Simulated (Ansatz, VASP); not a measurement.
One calculation of Cu, two programs

The input INCAR:

```
PREC = Accurate ; ENCUT = 520
EDIFF = 1E-7 ; ISMEAR = -1
SIGMA = 0.03 ; LREAL = False
LASPH = True ; NELM = 80
ALGO = Normal ; ISIF = 2
LWAVE = False ; LCHARG = False
GGA = PE ; NBANDS = 18
```

KPOINTS

```
regular mesh
0
Gamma
  17 17 9
```

POSCAR

```
Cu
1.0
    2.5391188357      0.0000000000      0.0000000000
   -1.2695594178      2.1989414149      0.0000000000
    0.0000000000      0.0000000000      4.1988416048
Cu
2
Direct
    0.3333333333      0.6666666667      0.2500000000
    0.6666666667      0.3333333333      0.7500000000
```

Input for Ansatz:

```yaml
crystal:
  lattice:
    - [2.5391188357, 0.0, 0.0]
    - [-1.2695594178, 2.1989414149, 0.0]
    - [0.0, 0.0, 4.1988416048]
  atoms:
    - { symbol: Cu, position: [0.3333333333, 0.6666666667, 0.25] }
    - { symbol: Cu, position: [0.6666666667, 0.3333333333, 0.75] }
kpoints:
  mp_grid: { grid: [17, 17, 9] }
scf:
  occupations: { method: fermi_dirac, width: 0.03 }
hamiltonian:
  xc: pbe
  pseudopotentials: { kind: all_electron, lapw: { basis_error: 0.00025 } }
output:
  forces: true
  stress: true
  eigenvalues: true
```

Change from the starting cell: volume scaled by 0.98.

Alike in both runs: task single point; functional PBE; k mesh 17 × 17 × 9; occupations fermi-dirac, width 0.03 eV; no spin polarisation.

|  | VASP | Ansatz |
| --- | --- | --- |
| version | VASP 6.6.1 | Ansatz 0.2.0 |
| potentials or method | VASP PAW PBE potentials, release 64 (Cu), cutoff 520 eV | all-electron LAPW, scalar-relativistic |

Ansatz gave:

```
pressure (GPa)                                                : 3.0
traceless stress, the component that is largest in VASP (GPa) : -0.08
```

Which values does VASP return?

Pressure (GPa): 3.6; traceless stress, the component that is largest in VASP (GPa): -0.05.

Ansatz ran all-electron here, and VASP with PAW potentials.
